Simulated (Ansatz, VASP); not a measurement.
# ZnO: VASP beside Ansatz

INCAR

```
SYSTEM = ZnO
  PREC = Accurate
  ENCUT = 520
  EDIFF = 1E-8
  ISMEAR = -1
  SIGMA = 0.02
  LREAL = .False.
  LASPH = .True.
  NELM = 80
  ALGO = Normal
  ISIF = 2
  LWAVE = .False.
  LCHARG = .False.
  LEFG = .True.
  NBANDS = 26
```

KPOINTS

```
regular mesh
0
Gamma
  11 11 6
  0 0 0
```

The input POSCAR:

```
ZnO
1.0
    3.3143866984      0.0000000000      0.0000000000
   -1.6571933491      2.8703430787      0.0000000000
    0.0000000000      0.0000000000      5.2038000000
Zn O
2 2
Direct
    0.3333333333      0.6666666667      0.0000000000
    0.6666666667      0.3333333333      0.5000000000
    0.3333333333      0.6666666667      0.3821000000
    0.6666666667      0.3333333333      0.8821000000
```

Input for Ansatz:

```yaml
crystal:
  lattice:
    - [3.3143866984, 0.0, 0.0]
    - [-1.6571933491, 2.8703430787, 0.0]
    - [0.0, 0.0, 5.2038]
  atoms:
    - { symbol: Zn, position: [0.3333333333, 0.6666666667, 0.0] }
    - { symbol: Zn, position: [0.6666666667, 0.3333333333, 0.5] }
    - { symbol: O, position: [0.3333333333, 0.6666666667, 0.3821] }
    - { symbol: O, position: [0.6666666667, 0.3333333333, 0.8821] }
kpoints:
  mp_grid: { grid: [11, 11, 6] }
scf:
  occupations: { method: fermi_dirac, width: 0.02 }
hamiltonian:
  xc: lda
  pseudopotentials: { kind: all_electron, datasets: crystal }
output:
  forces: true
  stress: true
  eigenvalues: true
  efg: { contact_densities: true }
```

Change from the starting cell: equal xx and yy strain of +2 %, crystal datasets.

Alike in both runs: task electric field gradients; functional LDA; k mesh 11 × 11 × 6; occupations fermi-dirac, width 0.02 eV; no spin polarisation.

|  | VASP | Ansatz |
| --- | --- | --- |
| version | VASP 6.6.1 | Ansatz 0.2.0 |
| potentials or method | VASP PAW LDA potentials, release 64 (Zn, O), cutoff 520 eV | all-electron PAW with datasets made for the crystal, scalar-relativistic |

Ansatz gave:

| Property | Result |
| --- | --- |
| pressure (GPa) | -11.7 |
| traceless stress, the component that is largest in VASP (GPa) | 2.88 |
| rms of the force components (eV/Å) | 0.042 |
| size of Vzz on the site where it differs most (V/Å²) | 1.4 |

Task: Estimate VASP's values.

Result: Pressure (GPa): -10.8; traceless stress, the component that is largest in VASP (GPa): 2.98; rms of the force components (eV/Å): 0.048; size of Vzz on the site where it differs most (V/Å²): 1.7.

LDA's correlation is that of Perdew and Zunger in VASP and of Perdew and Wang (1992) in Ansatz. Atom by atom the forces differ by 0.006 eV/Å (rms over components). Ansatz ran all-electron here, and VASP with PAW potentials.
